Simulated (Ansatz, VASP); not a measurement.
**Two plane-wave programs on Al2Cu**

INCAR

```
PREC = Accurate ; ENCUT = 520
EDIFF = 1E-6 ; ISMEAR = 0
SIGMA = 0.15 ; LREAL = F
LASPH = T ; NELM = 100
ALGO = Fast ; ISIF = 2
LWAVE = F ; LCHARG = F
NBANDS = 16
```

KPOINTS

```
Automatic mesh
0
Gamma
  14 14 14
```

File POSCAR:

```
Al2Cu
1.0
   -2.1450084207      2.1450084207      2.7878500000
    2.1450084207     -2.1450084207      2.7878500000
    2.1450084207      2.1450084207     -2.7878500000
Al Cu
2 1
Direct
    0.7500000000      0.2500000000      0.5000000000
    0.2500000000      0.7500000000      0.5000000000
    0.5000000000      0.5000000000      0.0000000000
```

Input for Ansatz:

```yaml
crystal:
  lattice:
    - [-2.1450084207, 2.1450084207, 2.78785]
    - [2.1450084207, -2.1450084207, 2.78785]
    - [2.1450084207, 2.1450084207, -2.78785]
  atoms:
    - { symbol: Al, position: [0.75, 0.25, 0.5] }
    - { symbol: Al, position: [0.25, 0.75, 0.5] }
    - { symbol: Cu, position: [0.5, 0.5, 0.0] }
basis:
  ecutwfc: 520.0
kpoints:
  mp_grid: { grid: [14, 14, 14] }
hamiltonian:
  xc: lda
  pseudopotentials: { kind: paw, azcp: { folder: soft_1 } }
scf:
  occupations: { method: gaussian, width: 0.15 }
output:
  forces: true
  stress: true
  eigenvalues: true
```

Alike in both runs: task single point; functional LDA; k mesh 14 × 14 × 14; occupations gaussian, width 0.15 eV; no spin polarisation.

|  | VASP | Ansatz |
| --- | --- | --- |
| version | VASP 6.6.1 | Ansatz 0.2.0 |
| potentials or method | VASP PAW LDA potentials, release 64 (Al, Cu), cutoff 520 eV | scalar-relativistic, plane waves, PAW |
| valence electrons in the cell | 17 | 25 |

Ansatz gave:

```
gap on the k mesh at the Fermi level (eV)                     : none
pressure (GPa)                                                : -9.5
traceless stress, the component that is largest in VASP (GPa) : 4.88
```

Task: What did VASP give for the same quantities?

Result: gap on the k mesh at the Fermi level (eV): none; pressure (GPa): -9.3; traceless stress, the component that is largest in VASP (GPa): 4.82.

Ansatz warns that its potentials were made for another functional, while VASP's fit it. LDA's correlation is that of Perdew and Zunger in VASP and of Perdew and Wang (1992) in Ansatz. A gap of «none» marks a metal or a gap that the smearing closes. VASP's potentials hold 17 valence electrons a cell and Ansatz's 25, so a difference there can come from the potentials and not from the codes.
